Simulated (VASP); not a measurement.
# TaC (Fm-3m) in VASP: a series of runs

TaC is run at these levels: PBE+D3(BJ); tasks: single point.

All numbers are computed with VASP 6.6.1; they aren't measurements. Logs are shortened: lines on timing, memory, paths and dates and some standing lists are left out, and cuts for length are marked.

## 1. The cell of the first run

The structure is cubic, space group Fm-3m (No. 225). Conventional cell: a = 4.409 Å, b = 4.409 Å, c = 4.409 Å, α = 90.00°, β = 90.00°, γ = 90.00°. Ta (site symmetry m-3m) has 6 C at 2.20 Å within 2.9 Å. Within 2.9 Å of C (site symmetry m-3m) lie 6 Ta at 2.20 Å.

## 2. Single point, PBE+D3(BJ)

INCAR reads:

```
SYSTEM = TaC
  PREC = Accurate
  ENCUT = 600
  EDIFF = 1E-6
  ISMEAR = 1
  SIGMA = 0.15
  LREAL = .False.
  LASPH = .True.
  NELM = 120
  ALGO = Normal
  ISIF = 2
  LWAVE = .False.
  LCHARG = .False.
  GGA = PE
  IVDW = 12
  NBANDS = 14
  GGA_COMPAT = .False.
```

KPOINTS reads:

```
Automatic mesh
0
Gamma
  11 11 11
  0 0 0
```

POSCAR reads:

```
TaC
1.0
    0.0000000000      2.2043184445      2.2043184445
    2.2043184445      0.0000000000      2.2043184445
    2.2043184445      2.2043184445      0.0000000000
Ta C
1 1
Direct
    0.0000000000      0.0000000000      0.0000000000
    0.5000000000      0.5000000000      0.5000000000
```

Potentials or basis: VASP PAW PBE potentials, release 64 (Ta_pv, C).

The run is started by

```sh
$ cat potpaw_PBE.64/Ta_pv/POTCAR potpaw_PBE.64/C/POTCAR > POTCAR
$ mpirun -np 1 vasp_std > vasp.out
```

OUTCAR:

```text
SYSTEM = TaC
   PREC = Accurate
   ENCUT = 600
   EDIFF = 1E-6
   ISMEAR = 1
   LREAL = .False.
   LASPH = .True.
   NELM = 120
   ISIF = 2
   GGA = PE
   IVDW = 12
 IVDW          = 12

 ion  position               nearest neighbor table
   1  0.000  0.000  0.000-   2 2.20   2 2.20   2 2.20   2 2.20   2 2.20   2 2.20
   2  0.500  0.500  0.500-   1 2.20   1 2.20   1 2.20   1 2.20   1 2.20   1 2.20

  LATTYP: Found a face centered cubic cell.
 ALAT       =     4.4086368890

  Lattice vectors:

 A1 = (   0.0000000000,   2.2043184445,   2.2043184445)
 A2 = (   2.2043184445,   0.0000000000,   2.2043184445)
 A3 = (   2.2043184445,   2.2043184445,   0.0000000000)

Analysis of symmetry for initial positions (statically):
=====================================================================
 Subroutine PRICEL returns:
 Original cell was already a primitive cell.

 Routine SETGRP: Setting up the symmetry group for a
 face centered cubic supercell.

 Subroutine GETGRP returns: Found 48 space group operations
 (whereof 48 operations were pure point group operations)
 out of a pool of 48 trial point group operations.

The static configuration has the point symmetry O_h .

Analysis of symmetry for dynamics (positions and initial velocities):
=====================================================================
 Subroutine PRICEL returns:
 Original cell was already a primitive cell.

 Routine SETGRP: Setting up the symmetry group for a
 face centered cubic supercell.

 Subroutine GETGRP returns: Found 48 space group operations
 (whereof 48 operations were pure point group operations)
 out of a pool of 48 trial point group operations.

The dynamic configuration has the point symmetry O_h .

 Subroutine INISYM returns: Found 48 space group operations
 (whereof 48 operations are pure point group operations),
 and found     1 'primitive' translations

----------------------------------------------------------------------------------------

                                     Primitive cell

  volume of cell :      21.4217

  direct lattice vectors                    reciprocal lattice vectors
     0.000000000  2.204318445  2.204318445    -0.226827481  0.226827481  0.226827481
     2.204318445  0.000000000  2.204318445     0.226827481 -0.226827481  0.226827481
     2.204318445  2.204318445  0.000000000     0.226827481  0.226827481 -0.226827481

  length of vectors
     3.117377040  3.117377040  3.117377040     0.392876722  0.392876722  0.392876722

  position of ions in fractional coordinates (direct lattice)
     0.000000000  0.000000000  0.000000000
     0.500000000  0.500000000  0.500000000

  ion indices of the primitive-cell ions
   primitive index   ion index
                 1           1
                 2           2

----------------------------------------------------------------------------------------

 KPOINTS: Automatic mesh

Automatic generation of k-mesh.
 Grid dimensions read from file:
 generate k-points for:   11   11   11

 Generating k-lattice:

  Cartesian coordinates                     Fractional coordinates (reciprocal lattice)
    -0.020620680  0.020620680  0.020620680     0.090909091  0.000000000  0.000000000
     0.020620680 -0.020620680  0.020620680     0.000000000  0.090909091  0.000000000
     0.020620680  0.020620680 -0.020620680     0.000000000  0.000000000  0.090909091

  Length of vectors
     0.035716066  0.035716066  0.035716066

  Shift w.r.t. Gamma in fractional coordinates (k-lattice)
     0.000000000  0.000000000  0.000000000

 Subroutine IBZKPT returns following result:
 ===========================================

 Found     56 irreducible k-points:

 Following reciprocal coordinates:
            Coordinates               Weight
  0.000000  0.000000  0.000000      1.000000
  0.090909  0.000000  0.000000      8.000000
  0.181818  0.000000  0.000000      8.000000
  0.272727  0.000000  0.000000      8.000000
  0.363636  0.000000  0.000000      8.000000
  0.454545  0.000000  0.000000      8.000000
[... 16 lines left out ...]
 -0.272727  0.181818  0.000000     24.000000
 -0.181818  0.181818  0.000000     12.000000
 [... further k-points ...]
   k-points           NKPTS =     56   k-points in BZ     NKDIM =     56   number of bands    NBANDS=     14
   number of dos      NEDOS =    301   number of ions     NIONS =      2
   total plane-waves  NPLWV =  21952
   dimension x,y,z NGX =    28 NGY =   28 NGZ =   28
   dimension x,y,z NGXF=    56 NGYF=   56 NGZF=   56
   ions per type =               1   1
   NGX,Y,Z   is equivalent  to a cutoff of  14.93, 14.93, 14.93 a.u.
   NGXF,Y,Z  is equivalent  to a cutoff of  29.86, 29.86, 29.86 a.u.
 SYSTEM =  TaC
   PREC   = accura    normal or accurate (medium, high low for compatibility)
   ISTART =      0    job   : 0-new  1-cont  2-samecut
   ICHARG =      2    charge: 1-file 2-atom 10-const
   ISPIN  =      1    spin polarized calculation?
   LNONCOLLINEAR =      F non collinear calculations
   LSORBIT =      F    spin-orbit coupling
   LASPH  =      T    aspherical Exc in radial PAW
   ENCUT  =  600.0 eV  44.10 Ry    6.64 a.u.   6.23  6.23  6.23*2*pi/ulx,y,z
   NELM   =    120;   NELMIN=  2; NELMDL= -5     # of ELM steps
   EDIFF  = 0.1E-05   stopping-criterion for ELM
   LREAL  =      F    real-space projection
   EDIFFG = 0.1E-04   stopping-criterion for IOM
   NSW    =      0    number of steps for IOM
   IBRION =     -1    ionic relax: 0-MD 1-quasi-New 2-CG
   NFREE  =      0    steps in history (QN), initial steepest desc. (CG)
   ISIF   =      2    stress and relaxation
   ISYM   =      2    0-nonsym 1-usesym 2-fastsym
   POTIM  = 0.5000    time-step for ionic-motion
   TEBEG  =    0.0;   TEEND  =   0.0 temperature during run
   PSTRESS=    0.0 pullay stress
   NELECT =      15.0000    total number of electrons
   NUPDOWN=      -1.0000    fix difference up-down
   EMIN   =  10.00;   EMAX   =-10.00  energy-range for DOS
   EFERMI =   0.00;   METHOD = LEGACY
   ISMEAR =     1;   SIGMA  =   0.15  broadening in eV -4-tet -1-fermi 0-gaus
   EFERMI_NEDOS =   21; number of points for ismear=-14 and -15
   IALGO  =     38    algorithm
   IMIX   =      4    mixing-type and parameters
     AMIX     =   0.40;   BMIX     =  1.00
     AMIX_MAG =   1.60;   BMIX_MAG =  1.00
  volume/ion in A,a.u.               =      10.71        72.28
  Fermi-wavevector in a.u.,A,eV,Ry     =   1.453743  2.747176 28.754120  2.113368
  Thomas-Fermi vector in A             =   2.570974
   LORBIT       =      0    0 simple, 1 ext, 2 COOP (PROOUT), +10 PAW based schemes
   GGA     = PE    functional components
   LHFCALC =     F    Hartree Fock is set to
   AEXX    =    0.0000 exact exchange contribution
   IVDW    =    12    specifies the selected vdW correction
   LEPSILON=     F    determine dielectric tensor
   LRPA    =     F    only Hartree local field effects (RPA)
 non-spin polarized calculation
 Methfessel and Paxton  Order N= 1 SIGMA  =   0.15
  energy-cutoff  :      600.00
  volume of cell :       21.42
 maximum number of plane-waves:       728
 NGX is ok and might be reduce to    28
   NGX = 13   NGY = 13   NGZ = 13

 number of electron      14.9999999 magnetization

 Free energy of the ion-electron system (eV)
  ---------------------------------------------------
  ext. energy  EPLUGINS =         0.00000000
  ---------------------------------------------------
  free energy    TOTEN  =       -22.14907279 eV

  energy without entropy =      -22.14858502  energy(sigma->0) =      -22.14891020

 E-fermi :   8.8405     XC(G=0): -13.3697

 val. band max:        8.8072781004   @ k =   0.0909   0.0000   0.0000
 cond. band min:       8.8761039802   @ k =  -0.0909   0.0909   0.0000
 fundamental gap:      0.0688258798
 Fermi energy:         8.8404574144

 k-point     1 :       0.0000    0.0000    0.0000
  band No.  band energies     occupation
      1     -26.2488      2.00000
      2     -26.2488      2.00000
      3     -26.2488      2.00000
      4      -6.3264      2.00000
      5       7.3292      2.00000
      6       7.3292      2.00000
      7       7.3292      2.00000
      8       8.2119      2.00000
      9       8.2119      2.00000
     10       8.2119      2.00000
     11       9.4126     -0.00000
     12       9.4126     -0.00000
     13      15.6691      0.00000
     14      18.8038      0.00000

 k-point     2 :       0.0909    0.0000    0.0000
  band No.  band energies     occupation
      1     -26.3169      2.00000
      2     -26.2555      2.00000
      3     -26.2555      2.00000
      4      -6.0826      2.00000
      5       6.2549      2.00000
      6       6.6878      2.00000
      7       6.6878      2.00000
      8       7.8643      2.00000
      9       7.8643      2.00000
     10       8.8073      1.36442
     11      10.8838     -0.00000
     12      10.8838     -0.00000
     13      16.1056      0.00000
     14      19.4131      0.00000

 k-point     3 :       0.1818    0.0000    0.0000
  band No.  band energies     occupation
      1     -26.4956      2.00000
      2     -26.2733      2.00000
      3     -26.2733      2.00000
      4      -5.3931      2.00000
      5       4.6173      2.00000
      6       5.3387      2.00000
      7       5.3387      2.00000
      8       8.4544      2.00166
      9       8.4544      2.00166
     10       9.3620     -0.00001
     11      13.0374      0.00000
     12      13.0374      0.00000
     13      17.0740      0.00000
     14      20.9193      0.00000
[... 324 lines left out ...]
 k-point    23 :      -0.2727    0.1818    0.0000
  band No.  band energies     occupation
      1     -26.8256      2.00000
      2     -26.4927      2.00000
      3     -26.3151      2.00000
      4      -3.2124      2.00000
      5       1.5720      2.00000
      6       3.5388      2.00000
      7       3.8787      2.00000
      8       9.6043     -0.00000
      9      11.0441     -0.00000
     10      12.0341      0.00000
     11      13.9193      0.00000
     12      17.5137      0.00000
     13      18.6784      0.00000
     14      21.8109      0.00000

 k-point    24 :      -0.1818    0.1818    0.0000
  band No.  band energies     occupation
      1     -26.6957      2.00000
      2     -26.4279      2.00000
      3     -26.2844      2.00000
      4      -4.1264      2.00000
      5       2.6714      2.00000
      6       3.9441      2.00000
      7       4.3410      2.00000
      8       8.7456      1.86794
      9      10.8436     -0.00000
     10      11.0292     -0.00000
     11      12.6639      0.00000
     12      17.1164      0.00000
     13      18.0102      0.00000
     14      21.8187      0.00000

 [... further k-points ...]

------------------------ aborting loop because EDIFF is reached ----------------------------------------

 Edisp (eV)   -0.95043

 E8    (eV) :    -0.4464

  FORCE on cell =-STRESS in cart. coord.  units (eV):
  Direction    XX          YY          ZZ          XY          YZ          ZX
  --------------------------------------------------------------------------------------
  -------------------------------------------------------------------------------------
  Total       1.25779     1.25779     1.25779     0.00000     0.00000     0.00000
  in kB      94.07353    94.07353    94.07353     0.00000     0.00000     0.00000
  external pressure =       94.07 kB  Pullay stress =        0.00 kB

 VOLUME and BASIS-vectors are now :
 -----------------------------------------------------------------------------
  energy-cutoff  :      600.00
  volume of cell :       21.42
      direct lattice vectors                 reciprocal lattice vectors
     0.000000000  2.204318445  2.204318445    -0.226827481  0.226827481  0.226827481
     2.204318445  0.000000000  2.204318445     0.226827481 -0.226827481  0.226827481
     2.204318445  2.204318445  0.000000000     0.226827481  0.226827481 -0.226827481

 POSITION                                       TOTAL-FORCE (eV/Angst)
 -----------------------------------------------------------------------------------
      0.00000      0.00000      0.00000         0.000000      0.000000     -0.000000
      2.20432      2.20432      2.20432        -0.000000     -0.000000      0.000000
 -----------------------------------------------------------------------------------
    total drift:                                0.000000      0.000000      0.000000

  FREE ENERGIE OF THE ION-ELECTRON SYSTEM (eV)
  ---------------------------------------------------
  free  energy   TOTEN  =       -23.0995016004 eV

  energy  without entropy=      -23.0990138363  energy(sigma->0) =      -23.09933901
```

Run time: 9.7 s. Hardware: 1 thread of Intel Xeon 6975P-C (Granite Rapids), shared host; peak memory 0.18 GiB.

What came out:

| Item | Value |
| --- | --- |
| Free energy | -23.0995 eV |
| Pressure | 9.4 GPa |
| Dispersion energy per atom | -0.475 eV |

Caveat: spin-orbit coupling is left out, which moves the levels of the heavy elements; pairwise dispersion overbinds metals, which lowers pressure and volume.

## 3. Single point, PBE+D3(BJ)

This run uses another cell than the first one, of 10.99 Å³/atom, 1.026 times its volume.

INCAR reads:

```
SYSTEM = TaC
PREC = Accurate
ENCUT = 600
EDIFF = 1E-6
ISMEAR = 1
SIGMA = 0.15
LREAL = .FALSE.
LASPH = .TRUE.
NELM = 120
ALGO = Normal
ISIF = 2
LWAVE = .FALSE.
LCHARG = .TRUE.
GGA = PE
IVDW = 12
LELF = .TRUE.
LVHAR = .TRUE.
NBANDS = 14
GGA_COMPAT = .FALSE.
```

KPOINTS reads:

```
regular mesh
0
G
  11 11 11
  0 0 0
```

POSCAR reads:

```
TaC
1.0
    0.0000000000      2.2230000000      2.2230000000
    2.2230000000      0.0000000000      2.2230000000
    2.2230000000      2.2230000000      0.0000000000
Ta C
1 1
Direct
    0.0000000000      0.0000000000      0.0000000000
    0.5000000000      0.5000000000      0.5000000000
```

Potentials or basis: VASP PAW PBE potentials, release 64 (Ta_pv, C).

The run is started by

```sh
$ cat potpaw_PBE.64/Ta_pv/POTCAR potpaw_PBE.64/C/POTCAR > POTCAR
$ mpirun -np 1 vasp_std > vasp.out
```

Wall time 10 s (1 thread of Intel Xeon 6975P-C (Granite Rapids), shared host); peak memory 0.18 GiB.

Results (log left out):

```yaml
Free_energy: -23.1164 eV
Pressure: 0.3 GPa
Dispersion_energy_per_atom: -0.463 eV
```

Levels at points of the mesh, in eV from the Fermi level:
```csv
k point,band 5,band 6,band 7,band 8,band 9,band 10,band 11,band 12
"(0.00, 0.00, 0.00)",-1.46,-1.46,-1.46,-0.61,-0.61,-0.61,0.55,0.55
```

Caveat: spin-orbit coupling is left out, which moves the levels of the heavy elements; pairwise dispersion overbinds metals, which lowers pressure and volume.

## 4. Single point, PBE+D3(BJ)

This run uses another cell than the first one, of 11.26 Å³/atom, 1.051 times its volume.

INCAR reads:

```
  PREC = Accurate
  ENCUT = 600
  EDIFF = 1E-6
  ISMEAR = 1
  SIGMA = 0.15
  LREAL = False
  LASPH = True
  NELM = 120
  ALGO = Normal
  ISIF = 2
  LWAVE = False
  LCHARG = False
  GGA = PE
  IVDW = 12
  NBANDS = 14
  GGA_COMPAT = False
```

KPOINTS reads:

```
Automatic mesh
0
Gamma
  11 11 11
```

POSCAR reads:

```
TaC
1.0
    0.0000000000      2.2413727340      2.2413727340
    2.2413727340      0.0000000000      2.2413727340
    2.2413727340      2.2413727340      0.0000000000
Ta C
1 1
Direct
    0.0000000000      0.0000000000      0.0000000000
    0.5000000000      0.5000000000      0.5000000000
```

The run is started by

```sh
$ cat potpaw_PBE.64/Ta_pv/POTCAR potpaw_PBE.64/C/POTCAR > POTCAR
$ mpirun -np 1 vasp_std > vasp.out
```

Run time: 10 s. Hardware: 1 thread of Intel Xeon 6975P-C (Granite Rapids), shared host; peak memory 0.18 GiB.

The run converged. Its results:

```yaml
Free_energy: -23.1039 eV
Pressure: -7.7 GPa
Dispersion_energy_per_atom: -0.451 eV
```

Levels at points of the mesh, in eV from the Fermi level:
```
           k point  band 4  band 5  band 6  band 7  band 8  band 9  band 10  band 11  band 12  band 13
(0.00, 0.00, 0.00)  -14.80   -1.41   -1.41   -1.41   -0.59   -0.59    -0.59     0.52     0.52     6.24
```

Caveat: spin-orbit coupling is left out, which moves the levels of the heavy elements; pairwise dispersion overbinds metals, which lowers pressure and volume.

## 5. Single point, PBE+D3(BJ)

This run uses another cell than the first one, of 11.53 Å³/atom, 1.077 times its volume.

INCAR reads:

```
SYSTEM = TaC
ALGO = Normal
EDIFF = 1E-6
ENCUT = 600
GGA = PE
GGA_COMPAT = .FALSE.
ISIF = 2
ISMEAR = 1
IVDW = 12
LASPH = .TRUE.
LCHARG = .FALSE.
LREAL = .FALSE.
LWAVE = .FALSE.
NBANDS = 14
NELM = 120
PREC = Accurate
SIGMA = 0.15
```

KPOINTS reads:

```
k-points
0
G
  11 11 11
  0 0 0
```

POSCAR reads:

```
TaC
1.0
    0.0000000000      2.2594491012      2.2594491012
    2.2594491012      0.0000000000      2.2594491012
    2.2594491012      2.2594491012      0.0000000000
Ta C
1 1
Direct
    0.0000000000      0.0000000000      0.0000000000
    0.5000000000      0.5000000000      0.5000000000
```

The run is started by

```sh
$ cat potpaw_PBE.64/Ta_pv/POTCAR potpaw_PBE.64/C/POTCAR > POTCAR
$ mpirun -np 1 vasp_std > vasp.out
```

Wall time 9.9 s (1 thread of Intel Xeon 6975P-C (Granite Rapids), shared host); peak memory 0.18 GiB.

It converged, with:

* Free energy: -23.0658 eV
* Pressure: -14.7 GPa
* Dispersion energy per atom: -0.440 eV

Levels at points of the mesh, in eV from the Fermi level:
```tsv
k point	band 4	band 5	band 6	band 7	band 8	band 9	band 10	band 11	band 12	band 13
(0.00, 0.00, 0.00)	-14.63	-1.36	-1.36	-1.36	-0.57	-0.57	-0.57	0.50	0.50	5.97
```

Caveat: spin-orbit coupling is left out, which moves the levels of the heavy elements; pairwise dispersion overbinds metals, which lowers pressure and volume.

## 6. Summary

```csv
cell,gap on the mesh (eV),pressure (GPa)
"a = 3.117 Å, angles 60.0°, 2 atoms",none,9.4
"a = 3.144 Å, angles 60.0°, 2 atoms",none,0.3
"a = 3.170 Å, angles 60.0°, 2 atoms",none,-7.7
"a = 3.195 Å, angles 60.0°, 2 atoms",none,-14.7
```

Alike in all rows: task single point; level PBE+D3(BJ); potentials or basis VASP PAW PBE potentials, release 64 (Ta_pv, C); no spin polarisation; k mesh 11 × 11 × 11; cutoff (eV) 600; smearing methfessel-paxton 0.15 eV.

Caveats: spin-orbit coupling is left out, which moves the levels of the heavy elements; pairwise dispersion overbinds metals, which lowers pressure and volume.

Total energies depend on the potentials used, so only differences within one code and one set of settings carry meaning.
